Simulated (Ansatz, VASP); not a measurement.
One calculation of Sb, two programs

The input POSCAR:

```
Sb
1.0
    3.1224020000      0.0000000000      0.0000000000
    0.0000000000      4.3475180000      0.0000000000
   -0.0389150000      0.0000000000      4.4058520000
Sb
2
Direct
    0.0113890000      0.2500000000      0.2411660000
    0.9886110000      0.7500000000      0.7588340000
```

The input INCAR.step1:

```
SYSTEM = Sb
ALGO = Normal
EDIFF = 1E-5
ENCUT = 520
GGA = PE
GGA_COMPAT = .False.
ISIF = 2
ISMEAR = -1
LASPH = .True.
LNONCOLLINEAR = .True.
LORBIT = 11
LORBMOM = .True.
LREAL = .False.
LSORBIT = .True.
LWAVE = .True.
MAGMOM = 0 0 0 0 0 0
NBANDS = 22
NELM = 150
PREC = Accurate
SIGMA = 0.05
```

INCAR.step2

```
SYSTEM = Sb
ALGO = Normal
EDIFF = 1E-6
ENCUT = 520
GGA = PE
GGA_COMPAT = .False.
HFSCREEN = 0.2079
ISIF = 2
ISMEAR = -1
ISTART = 1
LASPH = .True.
LCHARG = .True.
LHFCALC = .True.
LNONCOLLINEAR = .True.
LORBIT = 11
LORBMOM = .True.
LREAL = .False.
LSORBIT = .True.
LVHAR = .True.
LWAVE = .False.
MAGMOM = 0 0 0 0 0 0
NBANDS = 22
NELM = 150
PREC = Accurate
PRECFOCK = Normal
SIGMA = 0.05
```

KPOINTS

```
k-points
0
Gamma
  4 3 3
  0 0 0
```

Contents of input:

```
crystal:
  lattice:
    - [3.122402, 0.0, 0.0]
    - [0.0, 4.347518, 0.0]
    - [-0.038915, 0.0, 4.405852]
  atoms:
    - { symbol: Sb, position: [0.011389, 0.25, 0.241166] }
    - { symbol: Sb, position: [0.988611, 0.75, 0.758834] }
hamiltonian:
  xc: hse06
  pseudopotentials: { kind: paw_fr }
magnetization:
  noncollinear: true
  spin_orbit: true
kpoints:
  mp_grid: { grid: [4, 3, 3] }
scf:
  occupations: { method: fermi_dirac, width: 0.05 }
output:
  forces: true
  stress: true
  eigenvalues: true
  write_density: true
  write_potential: true
  elf: true
  volumetric_format: npy
```

Alike in both runs: task single point; functional HSE06; k mesh 4 × 3 × 3; occupations fermi-dirac, width 0.05 eV; non-collinear spin, spin-orbit coupling.

```csv
,VASP,Ansatz
version,VASP 6.6.1,Ansatz 0.2.0
potentials or method,"VASP PAW PBE potentials, release 64 (Sb)",Ansatz PAW
plane-wave cutoff (eV),520,420
valence electrons in the cell,10,30
```

|  | VASP | Ansatz | Ansatz less VASP |
| --- | --- | --- | --- |
| pressure (GPa) | -2.8 | -2.0 | +0.75 |
| traceless stress, the component that is largest in VASP (GPa) | 6.59 | 5.68 | -0.909 |
| rms of the force components (eV/Å) | 0.119 | 0.072 | -0.0463 |
| net moment per atom (μB) | 0.00 | 0.00 | 0.000 |

Atom by atom the forces differ by 0.050 eV/Å (rms over components). With one functional, cell and mesh, what is left measures potentials, basis and numerics. VASP's potentials hold 10 valence electrons a cell and Ansatz's 30, so a difference there can come from the potentials and not from the codes.

The k mesh is coarse, so the values compare programs but aren't converged.
